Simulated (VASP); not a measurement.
Write the native input for VASP 6.6.1 that does the following.

* Task: relaxation of shape and atoms at fixed volume
* Functional: r2SCAN
* Potentials or basis: VASP PAW PBE potentials, release 64 (Bi_d, P)
* Cutoff: 600 eV
* k mesh: 10 × 10 × 10
* Occupations: gaussian, width 0.05 eV
* Spin: no spin polarisation
* Dipole correction: no
* Further INCAR settings: ALGO = Normal; EDIFF = 1e-06; IBRION = 2; EDIFFG = -0.01; NSW = 60; ISIF = 4

BiP:

```
Bi P
1.0
     3.94481    0.00000    0.00000
    -1.97241    3.41631    0.00000
     0.00000    0.00000    3.77364
Bi P
1 1
Cartesian
  0.0000 0.0000 0.0000
  1.9724 1.1388 1.8868
```

One way to write it, as run:

POSCAR

```
BiP
1.0
    3.9448123814      0.0000000000      0.0000000000
   -1.9724061907      3.4163077355      0.0000000000
    0.0000000000      0.0000000000      3.7736420889
Bi P
1 1
Direct
    0.0000000000      0.0000000000      0.0000000000
    0.6666666667      0.3333333333      0.5000000000
```

INCAR.step1

```
SYSTEM = BiP
ALGO = Normal
EDIFF = 1E-4
ENCUT = 600
GGA = PE
ISMEAR = 0
LASPH = .True.
LCHARG = .False.
LREAL = .False.
LWAVE = .True.
NELM = 80
PREC = Accurate
SIGMA = 0.05
```

INCAR.step2

```
SYSTEM = BiP
ALGO = Normal
EDIFF = 1E-6
EDIFFG = -0.01
ENCUT = 600
IBRION = 2
ISIF = 4
ISMEAR = 0
ISTART = 1
LASPH = .True.
LCHARG = .False.
LMIXTAU = .True.
LREAL = .False.
LWAVE = .False.
METAGGA = R2SCAN
NELM = 80
NSW = 60
PREC = Accurate
SIGMA = 0.05
```

KPOINTS

```
k-points
0
Gamma
  10 10 10
  0 0 0
```

Potentials or basis: VASP PAW PBE potentials, release 64 (Bi_d, P).

Command:

```sh
$ cat potpaw_PBE.64/Bi_d/POTCAR potpaw_PBE.64/P/POTCAR > POTCAR
$ cp INCAR.step1 INCAR
$ mpirun -np 1 vasp_std > vasp.out
$ cp INCAR.step2 INCAR
$ mpirun -np 1 vasp_std > vasp.out
```

Results of the run:

```yaml
Energy_gained_by_relaxing: 0.1 meV/atom
Ionic_steps: 2
Pressure_after_relaxing: -1.3 GPa
Band_gap_on_the_k_mesh: zero (bands 10 and 11 overlap by 2.67 eV)
```

Caveat: the PAW data sets were made with another functional, which shifts forces and pressure a little; spin-orbit coupling is left out, which moves the levels of the heavy elements.

It took 3.5 min on 1 thread of Intel(R) Xeon(R) Platinum 8488C (Sapphire Rapids), with other jobs on the host, peak memory 0.24 GiB.
